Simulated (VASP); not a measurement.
# Si3Se2 (P-6) in VASP: relaxation of cell and atoms with PBE

Aim: the relaxation of cell and atoms of Si3Se2 with PBE.

Everything below comes from runs of VASP 6.6.1. Logs are shortened: lines on timing, memory, paths and dates and some standing lists are left out, and cuts for length are marked.

## 1. The cell of the first run

It takes space group P-6 (No. 174, hexagonal). Conventional cell: a = 4.761 Å, b = 4.761 Å, c = 5.464 Å, α = 90.00°, β = 90.00°, γ = 120.00°. Within 2.4 Å of Si (site symmetry m) lie 2 Si at 1.78 Å. Within 2.4 Å of Se (site symmetry 3) lie 1 Se at 1.82 Å.

## 2. Relaxation of cell and atoms, PBE

INCAR reads:

```
SYSTEM = Si3Se2
PREC = Accurate ; ENCUT = 600
EDIFF = 1E-6 ; ISMEAR = 0
SIGMA = 0.1 ; LREAL = .FALSE.
LASPH = .TRUE. ; NELM = 100
ALGO = Normal ; ISIF = 3
LWAVE = .FALSE. ; LCHARG = .FALSE.
GGA = PE ; IBRION = 2
NSW = 90 ; EDIFFG = -0.04
```

KPOINTS reads:

```
Automatic mesh
0
G
  6 6 4
  0 0 0
```

POSCAR reads:

```
Si3Se2
1.0
    4.7612536972      0.0000000000      0.0000000000
   -2.3806268486      4.1233666557      0.0000000000
    0.0000000000      0.0000000000      5.4637515546
Si Se
3 2
Direct
    0.0894136897      0.5000000000      0.0000000000
    0.5000000000      0.5894136897      0.0000000000
    0.4105863103      0.9105863103      0.0000000000
    0.0000000000      0.0000000000      0.3333333333
    0.0000000000      0.0000000000      0.6666666667
```

Potentials or basis: VASP PAW PBE potentials, release 64 (Si, Se).

Command:

```sh
cat potpaw_PBE.64/Si/POTCAR potpaw_PBE.64/Se/POTCAR > POTCAR
mpirun -np 1 vasp_std > vasp.out
```

OUTCAR:

```text
SYSTEM = Si3Se2
   PREC = Accurate
   ENCUT = 600
   EDIFF = 1E-6
   ISMEAR = 0
   LREAL = .FALSE.
   LASPH = .TRUE.
   NELM = 100
   ISIF = 3
   GGA = PE
   IBRION = 2
   NSW = 90
   EDIFFG = -0.04

 ion  position               nearest neighbor table
   1  0.089  0.500  0.000-   2 1.78   3 1.78   4 2.86   5 2.86   2 3.04   3 3.04
   2  0.500  0.589  0.000-   1 1.78   3 1.78   4 2.86   5 2.86   1 3.04   3 3.04
   3  0.411  0.911  0.000-   2 1.78   1 1.78   4 2.86   5 2.86   1 3.04   2 3.04
   4  0.000  0.000  0.333-   5 1.82   3 2.86   2 2.86   1 2.86
   5  0.000  0.000  0.667-   4 1.82   3 2.86   2 2.86   1 2.86

  LATTYP: Found a hexagonal cell.
 ALAT       =     4.7612536972
 C/A-ratio  =     1.1475447229

  Lattice vectors:

 A1 = (   4.7612536972,   0.0000000000,   0.0000000000)
 A2 = (  -2.3806268486,   4.1233666557,   0.0000000000)
 A3 = (   0.0000000000,   0.0000000000,   5.4637515546)

Analysis of symmetry for initial positions (statically):
=====================================================================
 Subroutine PRICEL returns:
 Original cell was already a primitive cell.

 Routine SETGRP: Setting up the symmetry group for a
 hexagonal supercell.

 Subroutine GETGRP returns: Found  6 space group operations
 (whereof  6 operations were pure point group operations)
 out of a pool of 24 trial point group operations.

The static configuration has the point symmetry C_3h.

Analysis of symmetry for dynamics (positions and initial velocities):
=====================================================================
 Subroutine PRICEL returns:
 Original cell was already a primitive cell.

 Routine SETGRP: Setting up the symmetry group for a
 hexagonal supercell.

 Subroutine GETGRP returns: Found  6 space group operations
 (whereof  6 operations were pure point group operations)
 out of a pool of 24 trial point group operations.

The dynamic configuration has the point symmetry C_3h.

 Subroutine INISYM returns: Found  6 space group operations
 (whereof  6 operations are pure point group operations),
 and found     1 'primitive' translations

----------------------------------------------------------------------------------------

                                     Primitive cell

  volume of cell :     107.2665

  direct lattice vectors                    reciprocal lattice vectors
     4.761253697  0.000000000  0.000000000     0.210028716  0.121260136  0.000000000
    -2.380626849  4.123366656  0.000000000     0.000000000  0.242520271  0.000000000
     0.000000000  0.000000000  5.463751555     0.000000000  0.000000000  0.183024427

  length of vectors
     4.761253697  4.761253697  5.463751555     0.242520271  0.242520271  0.183024427

  position of ions in fractional coordinates (direct lattice)
     0.089413690  0.500000000  0.000000000
     0.500000000  0.589413690  0.000000000
     0.410586310  0.910586310  0.000000000
     0.000000000  0.000000000  0.333333333
     0.000000000  0.000000000  0.666666667

  ion indices of the primitive-cell ions
   primitive index   ion index
                 1           1
                 2           2
                 3           3
                 4           4
                 5           5

----------------------------------------------------------------------------------------

 KPOINTS: Automatic mesh

Automatic generation of k-mesh.
 Grid dimensions read from file:
 generate k-points for:    6    6    4

 Generating k-lattice:

  Cartesian coordinates                     Fractional coordinates (reciprocal lattice)
     0.035004786  0.020210023  0.000000000     0.166666667  0.000000000  0.000000000
     0.000000000  0.040420045  0.000000000     0.000000000  0.166666667  0.000000000
     0.000000000  0.000000000  0.045756107     0.000000000  0.000000000  0.250000000

  Length of vectors
     0.040420045  0.040420045  0.045756107

  Shift w.r.t. Gamma in fractional coordinates (k-lattice)
     0.000000000  0.000000000  0.000000000

 Subroutine IBZKPT returns following result:
 ===========================================

 Found     24 irreducible k-points:

 Following reciprocal coordinates:
            Coordinates               Weight
  0.000000  0.000000  0.000000      1.000000
  0.166667 -0.000000  0.000000      6.000000
  0.333333 -0.000000  0.000000      6.000000
  0.500000 -0.000000  0.000000      3.000000
  0.166667  0.166667  0.000000      6.000000
  0.333333  0.166667  0.000000      6.000000
[... 16 lines left out ...]
 -0.333333  0.500000  0.500000      6.000000
  0.333333  0.333333  0.500000      2.000000
   k-points           NKPTS =     24   k-points in BZ     NKDIM =     24   number of bands    NBANDS=     16
   number of dos      NEDOS =    301   number of ions     NIONS =      5
   total plane-waves  NPLWV =  76800
   dimension x,y,z NGX =    40 NGY =   40 NGZ =   48
   dimension x,y,z NGXF=    80 NGYF=   80 NGZF=   96
   ions per type =               3   2
   NGX,Y,Z   is equivalent  to a cutoff of  13.97, 13.97, 14.60 a.u.
   NGXF,Y,Z  is equivalent  to a cutoff of  27.93, 27.93, 29.21 a.u.
 SYSTEM =  Si3Se2
   PREC   = accura    normal or accurate (medium, high low for compatibility)
   ISTART =      0    job   : 0-new  1-cont  2-samecut
   ICHARG =      2    charge: 1-file 2-atom 10-const
   ISPIN  =      1    spin polarized calculation?
   LNONCOLLINEAR =      F non collinear calculations
   LSORBIT =      F    spin-orbit coupling
   LASPH  =      T    aspherical Exc in radial PAW
   ENCUT  =  600.0 eV  44.10 Ry    6.64 a.u.   9.51  9.51 10.91*2*pi/ulx,y,z
   NELM   =    100;   NELMIN=  2; NELMDL= -5     # of ELM steps
   EDIFF  = 0.1E-05   stopping-criterion for ELM
   LREAL  =      F    real-space projection
   EDIFFG = -.4E-01   stopping-criterion for IOM
   NSW    =     90    number of steps for IOM
   IBRION =      2    ionic relax: 0-MD 1-quasi-New 2-CG
   NFREE  =      1    steps in history (QN), initial steepest desc. (CG)
   ISIF   =      3    stress and relaxation
   ISYM   =      2    0-nonsym 1-usesym 2-fastsym
   POTIM  = 0.5000    time-step for ionic-motion
   TEBEG  =    0.0;   TEEND  =   0.0 temperature during run
   PSTRESS=    0.0 pullay stress
   NELECT =      24.0000    total number of electrons
   NUPDOWN=      -1.0000    fix difference up-down
   EMIN   =  10.00;   EMAX   =-10.00  energy-range for DOS
   EFERMI =   0.00;   METHOD = LEGACY
   ISMEAR =     0;   SIGMA  =   0.10  broadening in eV -4-tet -1-fermi 0-gaus
   EFERMI_NEDOS =   21; number of points for ismear=-14 and -15
   IALGO  =     38    algorithm
   IMIX   =      4    mixing-type and parameters
     AMIX     =   0.40;   BMIX     =  1.00
     AMIX_MAG =   1.60;   BMIX_MAG =  1.00
  volume/ion in A,a.u.               =      21.45       144.77
  Fermi-wavevector in a.u.,A,eV,Ry     =   0.993857  1.878117 13.439174  0.987751
  Thomas-Fermi vector in A             =   2.125768
   LORBIT       =      0    0 simple, 1 ext, 2 COOP (PROOUT), +10 PAW based schemes
   GGA     = PE    functional components
   LHFCALC =     F    Hartree Fock is set to
   AEXX    =    0.0000 exact exchange contribution
   IVDW    =     0    specifies the selected vdW correction
   LEPSILON=     F    determine dielectric tensor
   LRPA    =     F    only Hartree local field effects (RPA)
 conjugate gradient relaxation of ions
 non-spin polarized calculation
 Gauss-broadening in eV      SIGMA  =   0.10
  energy-cutoff  :      600.00
  volume of cell :      107.27
 maximum number of plane-waves:      3621
 NGX is ok and might be reduce to    40
   NGX = 19   NGY = 19   NGZ = 21

--------------------------------------- Ionic step        1  -------------------------------------------

 number of electron      23.9999999 magnetization

 Free energy of the ion-electron system (eV)
  ---------------------------------------------------
  ext. energy  EPLUGINS =         0.00000000
  ---------------------------------------------------
  free energy    TOTEN  =        -8.10630669 eV

  energy without entropy =       -8.09327984  energy(sigma->0) =       -8.09979327

 E-fermi :   5.5865     XC(G=0):  -9.0804

 val. band max:        5.5371069284   @ k =  -0.3333   0.5000   0.0000
 cond. band min:       5.5873528002   @ k =   0.1667   0.1667   0.0000
 fundamental gap:      0.0502458718
 Fermi energy:         5.5865068511

 k-point     1 :       0.0000    0.0000    0.0000
  band No.  band energies     occupation
      1     -13.0499      2.00000
      2      -8.0461      2.00000
      3      -6.0837      2.00000
      4      -1.6815      2.00000
      5      -0.8948      2.00000
      6      -0.8948      2.00000
[... 8 lines left out ...]
     15       6.8443      0.00000
     16       8.3817      0.00000
[... 545 lines left out ...]
  FREE ENERGIE OF THE ION-ELECTRON SYSTEM (eV)
  ---------------------------------------------------
  free  energy   TOTEN  =       -15.1453734289 eV

  energy  without entropy=      -15.1410182070  energy(sigma->0) =      -15.14319582

 E-fermi :  -0.4492     XC(G=0):  -5.9270

 val. band max:       -0.4685678135   @ k =   0.5000  -0.0000   0.5000
 cond. band min:      -0.4379319447   @ k =   0.0000   0.0000   0.5000
 fundamental gap:      0.0306358688
 Fermi energy:        -0.4492140691

 k-point     1 :       0.0000    0.0000    0.0000
  band No.  band energies     occupation
      1     -13.7949      2.00000
      2     -12.1764      2.00000
      3     -11.6348      2.00000
      4      -5.9689      2.00000
      5      -5.9689      2.00000
      6      -4.3705      2.00000
[... 8 lines left out ...]
     15       1.1279      0.00000
     16       2.3826      0.00000
[... 420 lines left out ...]
  band No.  band energies     occupation
      1     -13.6403      2.00000
      2     -12.2167      2.00000
      3     -11.8875      2.00000
      4      -6.4687      2.00000
      5      -5.5732      2.00000
      6      -3.9642      2.00000
[... 8 lines left out ...]
     15       0.2481      0.00000
     16       2.0000      0.00000

[... ionic steps 4 to 28 ...]

--------------------------------------- Ionic step       29  -------------------------------------------

 number of electron      24.0000001 magnetization

------------------------ aborting loop because EDIFF is reached ----------------------------------------

  FORCE on cell =-STRESS in cart. coord.  units (eV):
  Direction    XX          YY          ZZ          XY          YZ          ZX
  --------------------------------------------------------------------------------------
  -------------------------------------------------------------------------------------
  Total       -0.2642805     -0.2642805     -0.0046597      0.0000000      0.0000000      0.0000000
  in kB       -2.8806635     -2.8806635     -0.0507910      0.0000001      0.0000000      0.0000000
  external PRESSURE =      -1.9373727 kB  Pullay stress =       0.0000000 kB
[... 63 lines left out ...]
  energy  without entropy=      -21.5406913653  energy(sigma->0) =      -21.55118954

--------------------------------------- Ionic step       31  -------------------------------------------

 number of electron      24.0000003 magnetization

 Free energy of the ion-electron system (eV)
  ---------------------------------------------------
  ext. energy  EPLUGINS =         0.00000000
  ---------------------------------------------------
  free energy    TOTEN  =       -21.56296233 eV

  energy without entropy =      -21.54180914  energy(sigma->0) =      -21.55238573

 E-fermi :   3.3905     XC(G=0):  -7.7271

 val. band max:        3.3868265617   @ k =   0.3333   0.1667   0.2500
 cond. band min:       3.4336427123   @ k =   0.5000  -0.0000   0.5000
 fundamental gap:      0.0468161506
 Fermi energy:         3.3905401416

 k-point     1 :       0.0000    0.0000    0.0000
  band No.  band energies     occupation
      1     -11.9922      2.00000
      2     -10.5442      2.00000
      3      -6.8519      2.00000
      4      -2.8769      2.00000
      5      -2.8769      2.00000
      6      -1.9334      2.00000
[... 8 lines left out ...]
     15       3.7871      0.00000
     16       5.6395      0.00000
[... 467 lines left out ...]
  FREE ENERGIE OF THE ION-ELECTRON SYSTEM (eV)
  ---------------------------------------------------
  free  energy   TOTEN  =       -21.5629623273 eV

  energy  without entropy=      -21.5418091376  energy(sigma->0) =      -21.55238573

 reached required accuracy - stopping structural energy minimisation
```

It took 7.5 min on 1 thread of Intel Xeon 6975P-C (Granite Rapids), shared host; peak memory 0.3 GiB.

What came out:

| Property | Result |
| --- | --- |
| Free energy | -21.5630 eV |
| Relaxed volume | 29.28 Å³/atom |
| Relaxed cell | a = 4.814 Å, b = 4.814 Å, c = 7.293 Å, α = 90.00°, β = 90.00°, γ = 120.00° |
| Space group after relaxing (to 0.05 Å) | P-62m (No. 189) |
| Energy gained by relaxing | 2691.3 meV/atom |
| Ionic steps | 31 |
| Pressure after relaxing | 0.0 GPa |
| Largest force after relaxing | 0.026 eV/Å |
| Band gap on the k mesh | zero (band 12 reaches 3.56 eV, above the bottom of band 13 at 2.29 eV) |

Forces in eV/Å, atoms in the order of the input:
```
Si   0.015  0.021  0.000
Si  -0.026  0.002  0.000
Si   0.011 -0.023  0.000
Se   0.000  0.000 -0.012
Se   0.000  0.000  0.012
```

The path:
| step | energy change (eV) | largest force (eV/Å) | pressure (GPa) | volume (Å³) |
| --- | --- | --- | --- | --- |
| 1 | 0.0000 | 23.4075 | 57.23 | 107.27 |
| 2 | -4.4856 | 18.3179 | 8.05 | 275.62 |
| 3 | -7.0391 | 11.3948 | 4.57 | 248.84 |
| 4 | -8.1039 | 8.1603 | 2.57 | 233.43 |
| 5 | -10.5470 | 3.0430 | -2.44 | 184.75 |
| 6 | -12.1430 | 1.0577 | -2.25 | 142.52 |
| 7 | -12.1775 | 0.5829 | 0.88 | 128.69 |
| 8 | -12.2130 | 0.7785 | -0.92 | 135.08 |
| 9 | -12.2146 | 0.7379 | -0.68 | 134.03 |
| 10 | -12.2145 | 0.7162 | -0.54 | 133.45 |
| 11 | -12.3508 | 0.8408 | 0.20 | 132.03 |
| 12 | -12.7527 | 0.9544 | 3.14 | 127.57 |
| 13 | -12.3392 | 2.8223 | 14.08 | 117.89 |
| 14 | -12.8333 | 0.8486 | 5.41 | 124.94 |
| 15 | -12.8367 | 0.8262 | 6.40 | 123.93 |
| 16 | -12.8743 | 0.8592 | 6.38 | 124.30 |
| 17 | -12.9705 | 0.9351 | 6.35 | 125.40 |
| 18 | -13.0725 | 1.2113 | 6.49 | 127.48 |
| 19 | -13.1775 | 0.9330 | 5.17 | 129.90 |
| 20 | -13.3707 | 0.3307 | 1.94 | 137.33 |
| 21 | -13.3412 | 0.6550 | -2.25 | 153.02 |
| 22 | -13.4151 | 0.4084 | -0.30 | 144.47 |
| 23 | -13.4157 | 0.3984 | -0.12 | 143.79 |
| 24 | -13.4220 | 0.3514 | -0.11 | 143.99 |
| 25 | -13.4365 | 0.2122 | -0.06 | 144.60 |
| 26 | -13.4452 | 0.0955 | 0.12 | 145.82 |
| 27 | -13.4456 | 0.0626 | 0.07 | 145.61 |
| 28 | -13.4493 | 0.0447 | 0.01 | 145.96 |
| 29 | -13.4551 | 0.0538 | -0.19 | 146.99 |
| 30 | -13.4554 | 0.0770 | -0.25 | 147.24 |
| 31 | -13.4567 | 0.0258 | 0.04 | 146.40 |

Final structure:
```cif
data_structure
_symmetry_space_group_name_H-M 'P 1'
_symmetry_Int_Tables_number 1
_cell_length_a 4.8145
_cell_length_b 4.8145
_cell_length_c 7.2928
_cell_angle_alpha 90.000
_cell_angle_beta 90.000
_cell_angle_gamma 120.000
_cell_volume 146.40
loop_
_atom_site_label
_atom_site_type_symbol
_atom_site_fract_x
_atom_site_fract_y
_atom_site_fract_z
_atom_site_occupancy
Si1 Si 0.99884 0.36810 0.00000 1
Si2 Si 0.63190 0.63074 0.00000 1
Si3 Si 0.36926 0.00116 0.00000 1
Se1 Se 0.00000 0.00000 0.24637 1
Se2 Se 0.00000 0.00000 0.75363 1
```

Caveat: the volume moved by over 15 % at a fixed basis, so the end points are rough; this functional lacks dispersion, which binds the layers, so the pressure and a relaxed spacing across them are unreliable.
